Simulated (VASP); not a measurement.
Set up this calculation in VASP 6.6.1, as the native input.

- Task: relaxation of cell and atoms
- Functional: PBEsol
- Potentials or basis: VASP PAW PBE potentials, release 64 (Al, As)
- Cutoff: 500 eV
- k mesh: 8 × 8 × 8
- Occupations: fermi-dirac, width 0.02 eV
- Spin: no spin polarisation
- Dipole correction: no
- Further INCAR settings: ALGO = Normal; EDIFF = 1e-07; IBRION = 2; EDIFFG = -0.005; NSW = 80; ISIF = 3

The structure of AlAs lies in POSCAR:

```
AlAs
1.0
    0.0000000000      2.8638066096      2.8638066096
    2.8638066096      0.0000000000      2.8638066096
    2.8638066096      2.8638066096      0.0000000000
Al As
1 1
Direct
    0.0000000000      0.0000000000      0.0000000000
    0.2500000000      0.2500000000      0.2500000000
```

These files were run (other wordings do the same):

INCAR

```
ALGO = Normal
EDIFF = 1E-7
EDIFFG = -0.005
ENCUT = 500
GGA = PS
GGA_COMPAT = F
IBRION = 2
ISIF = 3
ISMEAR = -1
LASPH = T
LCHARG = F
LREAL = F
LWAVE = F
NELM = 120
NELMIN = 4
NSW = 80
PREC = Accurate
SIGMA = 0.02
```

KPOINTS

```
k-points
0
Gamma
  8 8 8
```

Potentials or basis: VASP PAW PBE potentials, release 64 (Al, As).

Run with:

```sh
$ cat potpaw_PBE.64/Al/POTCAR potpaw_PBE.64/As/POTCAR > POTCAR
$ mpirun -np 1 vasp_std > vasp.out
```

Results of the run:

```yaml
Relaxed_volume: 22.93 Å³/atom
Relaxed_cell: a = 4.018 Å, b = 4.018 Å, c = 4.018 Å, α = 60.00°, β = 60.00°, γ = 60.00°
Space_group_after_relaxing_to_0.1_Å: F-43m (No. 216)
Energy_gained_by_relaxing: 3.0 meV/atom
Ionic_steps: 3
Pressure_after_relaxing: 0.0 GPa
Band_gap_on_the_k_mesh: 1.34 eV (least direct gap 1.89 eV)
```

Caveat: the PAW data sets were made with another functional, which shifts forces and pressure a little.

Run time: 16 s on 1 thread of Intel(R) Xeon(R) Platinum 8559C (Emerald Rapids), on a shared host, peak memory 0.17 GiB.
